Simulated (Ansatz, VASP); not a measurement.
# Two plane-wave programs on C

INCAR

```
ALGO = Normal
EDIFF = 1E-6
ENCUT = 520
GGA = PE
ISIF = 2
ISMEAR = 0
LASPH = True
LCHARG = True
LELF = True
LREAL = False
LVHAR = True
LWAVE = False
NBANDS = 11
NELM = 60
PREC = Accurate
SIGMA = 0.05
```

Contents of KPOINTS:

```
k-points
0
Gamma
  12 12 12
```

File POSCAR:

```
C
1.0
    0.0000000000      1.7298980000      1.7566490000
    1.7298980000      0.0000000000      1.7566490000
    1.7298980000      1.7298980000      0.0000000000
C
2
Direct
    0.5000000000      0.5000000000      0.5000000000
    0.7500000000      0.7500000000      0.7500000000
```

Input for Ansatz:

```yaml
crystal:
  lattice:
    - [0.0, 1.729898, 1.756649]
    - [1.729898, 0.0, 1.756649]
    - [1.729898, 1.729898, 0.0]
  atoms:
    - { symbol: C, position: [0.5, 0.5, 0.5] }
    - { symbol: C, position: [0.75, 0.75, 0.75] }
basis:
  ecutwfc: 420
kpoints:
  mp_grid: { grid: [12, 12, 12] }
hamiltonian:
  xc: pbe
scf:
  occupations: { method: gaussian, width: 0.05 }
output:
  forces: true
  stress: true
  eigenvalues: true
```

Change from the starting cell: strain -0.030 along x and y, -0.015 along z, atoms carried along.

Alike in both runs: task single point; functional PBE; k mesh 12 × 12 × 12; occupations gaussian, width 0.05 eV; no spin polarisation.

|  | VASP | Ansatz |
| --- | --- | --- |
| version | VASP 6.6.1 | Ansatz 0.2.0 |
| potentials or method | VASP PAW PBE potentials, release 64 (C), cutoff 520 eV | scalar-relativistic, plane waves, PAW |
| valence electrons in the cell | 8 | 8 |

```csv
,VASP,Ansatz,Ansatz less VASP
gap on the k mesh at the Fermi level (eV),4.12,4.13,+0.009
least direct gap on the mesh (eV),5.65,5.66,+0.006
pressure (GPa),41.2,40.1,-1.01
"traceless stress, the component that is largest in VASP (GPa)",-10.46,-10.48,-0.013
```

Both programs put the cell under a high pressure, so it lies far from rest at this level. The functional is the same, so the differences come from potentials, cutoffs and numerics.
